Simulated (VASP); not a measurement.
The system is RbBr.

```
Rb Br
1.0
     4.12793    0.00000    0.00000
     0.00000    4.12793    0.00000
     0.00000    0.00000    4.12793
Rb Br
1 1
Direct
  0.00000 0.00000 0.00000
  0.50000 0.50000 0.50000
```

Base run:

* Program: VASP 6.6.1
* Functional: PBE-based screened hybrid with 100 % exact exchange
* Potentials or basis: VASP PAW PBE potentials, release 64 (Rb_sv, Br)
* Cutoff: 520 eV
* k mesh: 4 × 4 × 4
* Occupations: gaussian, width 0.01 eV
* Spin: no spin polarisation

Its results: band gap on the k mesh 8.08 eV (least direct gap 8.26 eV); pressure -0.7 GPa.

Problem. The run is repeated on the same cell with these changes: functional from PBE-based screened hybrid with 100 % exact exchange to PBE-based global hybrid with 20 % exact exchange; share of exact exchange from 1 to 0.2. What comes out?

Solution. Band gap on the k mesh 5.59 eV (least direct gap 5.76 eV); pressure 0.4 GPa.

Caveats: the PAW data sets were made with another functional, which shifts forces and pressure a little.

A k mesh can miss the band edges.
